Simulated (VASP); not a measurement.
NaCl: single point with PBE

NaCl:

```xyz
2
Lattice="2.8311 0.0000 0.0000 0.0000 2.8311 0.0000 0.0000 0.0000 2.8311" Properties=species:S:1:pos:R:3 pbc="T T T"
Na    0.0000    0.0000    0.0000
Cl    1.4156    1.4156    1.4156
```

This cell differs from its parent crystal: volume scaled by 0.97.

| Quantity | Value |
| --- | --- |
| Program | VASP 6.6.1 |
| Task | single point |
| Functional | PBE |
| Potentials or basis | VASP PAW PBE potentials, release 64 (Na_pv, Cl) |
| Cutoff | 500 eV |
| k mesh | 8 × 8 × 8 |
| Occupations | fermi-dirac, width 0.02 eV |
| Spin | no spin polarisation |
| Dipole correction | no |
| Further INCAR settings | ALGO = Normal; EDIFF = 1e-06; NBANDS = 14 |

The pressure is 73.3 GPa and the band gap on the k mesh is 4.29 eV, direct.

Levels at points of the mesh, in eV from the valence-band top:
```csv
k point,band 5,band 6,band 7,band 8,band 9,band 10
"(0.00, 0.00, 0.00)",-1.31,-1.31,-1.31,6.50,6.50,7.72
"(0.50, 0.00, 0.00)",-7.17,-0.83,-0.83,9.15,9.45,12.77
"(0.50, 0.50, 0.00)",-5.55,-5.55,0.00,4.29,10.76,12.76
"(0.50, 0.50, 0.50)",-5.00,-5.00,-5.00,6.25,6.25,6.25
```

It took 8.2 s on 1 thread of Intel(R) Xeon(R) Platinum 8488C (Sapphire Rapids), with other jobs on the host, peak memory 0.13 GiB.

 A k mesh can miss the band edges.
